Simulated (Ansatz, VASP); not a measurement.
**Cr: VASP beside Ansatz**

INCAR

```
SYSTEM = Cr
PREC = Accurate
ENCUT = 520
EDIFF = 1E-8
ISMEAR = -1
SIGMA = 0.05
LREAL = .FALSE.
LASPH = .TRUE.
NELM = 150
ALGO = Normal
ISIF = 2
LWAVE = .FALSE.
LCHARG = .FALSE.
ISPIN = 2
MAGMOM = -3 3
LORBIT = 11
LMAXMIX = 4
GGA = PE
LEFG = .TRUE.
NBANDS = 23
```

Contents of KPOINTS:

```
regular mesh
0
G
  11 11 11
  0 0 0
```

POSCAR

```
Cr
1.0
    3.0271278509      0.0000000000      0.0000000000
    0.0000000000      3.0271278509      0.0000000000
    0.0000000000      0.0000000000      3.0271278509
Cr
2
Direct
    0.0000000000      0.0000000000      0.0000000000
    0.5000000000      0.5000000000      0.5000000000
```

Input for Ansatz:

```yaml
crystal:
  lattice:
    - [3.0271278509, 0.0, 0.0]
    - [0.0, 3.0271278509, 0.0]
    - [0.0, 0.0, 3.0271278509]
  atoms:
    - { symbol: Cr, position: [0.0, 0.0, 0.0], spin: -3.0 }
    - { symbol: Cr, position: [0.5, 0.5, 0.5], spin: 3.0 }
magnetization:
  spin_polarized: true
kpoints:
  mp_grid: { grid: [11, 11, 11] }
scf:
  occupations: { method: fermi_dirac, width: 0.05 }
hamiltonian:
  xc: pbe
  pseudopotentials: { kind: paw }
output:
  forces: true
  stress: true
  eigenvalues: true
  efg: { contact_densities: true }
```

Change from the starting cell: volume scaled by 1.06, PAW files.

Alike in both runs: task electric field gradients; functional PBE; k mesh 11 × 11 × 11; occupations fermi-dirac, width 0.05 eV; collinear spin.

|  | VASP | Ansatz |
| --- | --- | --- |
| version | VASP 6.6.1 | Ansatz 0.2.0 |
| potentials or method | VASP PAW PBE potentials, release 64 (Cr_pv) | PAW with Ansatz's default frozen-core files, scalar-relativistic |
| plane-wave cutoff (eV) | 520 | 420 |
| valence electrons in the cell | 24 | 28 |

VASP gave:

| Property | Result |
| --- | --- |
| pressure (GPa) | -16.8 |
| net moment per atom (μB) | 0.00 |
| size of the moment on the site where the two differ most (μB) | 2.15 |

Q: Which values does Ansatz return?

A: Pressure (GPa): -17.2; net moment per atom (μB): 0.00; size of the moment on the site where the two differ most (μB): 2.04.

Site moments also hang on the region over which each program counts them. VASP's potentials hold 24 valence electrons a cell and Ansatz's 28, so a difference there can come from the potentials and not from the codes.
